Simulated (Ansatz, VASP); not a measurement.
# One calculation of MgS, two programs

INCAR

```
PREC     = Accurate       # precision mode
ENCUT    = 600            # plane-wave cutoff, eV
EDIFF    = 1E-6           # SCF threshold, eV
ISMEAR   = 0              # smearing method
SIGMA    = 0.02           # smearing width, eV
LREAL    = F              # projectors in reciprocal space
LASPH    = T              # aspherical terms in the spheres
NELM     = 100            # most SCF steps
ALGO     = Normal         # electronic algorithm
ISIF     = 3              # what is computed and relaxed
LWAVE    = F              # write WAVECAR
LCHARG   = F              # write CHGCAR
GGA      = PE             # functional
IBRION   = 2              # ionic algorithm
NSW      = 100            # ionic steps
EDIFFG   = -0.005         # ionic threshold
```

Contents of KPOINTS:

```
Automatic mesh
0
Gamma
  8 8 8
```

The input POSCAR:

```
MgS
1.0
    0.0000000000      2.6016500000      2.6016500000
    2.6016500000      0.0000000000      2.6016500000
    2.6016500000      2.6016500000      0.0000000000
Mg S
1 1
Direct
    0.0000000000      0.0000000000      0.0000000000
    0.5000000000      0.5000000000      0.5000000000
```

Input for Ansatz:

```yaml
crystal:
  lattice:
    - [0.0, 2.60165, 2.60165]
    - [2.60165, 0.0, 2.60165]
    - [2.60165, 2.60165, 0.0]
  atoms:
    - { symbol: Mg, position: [0.0, 0.0, 0.0] }
    - { symbol: S, position: [0.5, 0.5, 0.5] }
basis:
  ecutwfc: 420
kpoints:
  mp_grid: { grid: [8, 8, 8] }
hamiltonian:
  xc: pbe
scf:
  occupations: { method: gaussian, width: 0.02 }
output:
  forces: true
  stress: true
  eigenvalues: true
relax:
  adjacent_minimum: "off"
  f_tol: 0.005
  max_steps: 80
  cell: { stress_tol: 0.05 }
```

Alike in both runs: task relaxation of cell and atoms; functional PBE; k mesh 8 × 8 × 8; occupations gaussian, width 0.02 eV; no spin polarisation.

|  | VASP | Ansatz |
| --- | --- | --- |
| version | VASP 6.6.1 | Ansatz 0.2.0 |
| potentials or method | VASP PAW PBE potentials, release 64 (Mg, S), cutoff 600 eV | scalar-relativistic, plane waves, PAW |
| valence electrons in the cell | 8 | 16 |

|  | VASP | Ansatz | Ansatz less VASP |
| --- | --- | --- | --- |
| gap on the k mesh at the Fermi level, each at its own relaxed structure (eV) | 2.75 | 2.76 | +0.007 |
| relaxed volume (Å³/atom) | 17.81 | 17.88 | +0.065 |
| relaxed cell length with the largest relative difference (Å) | 3.693 | 3.698 | +0.0045 |

VASP's potentials hold 8 valence electrons a cell and Ansatz's 16, so a difference there can come from the potentials and not from the codes.
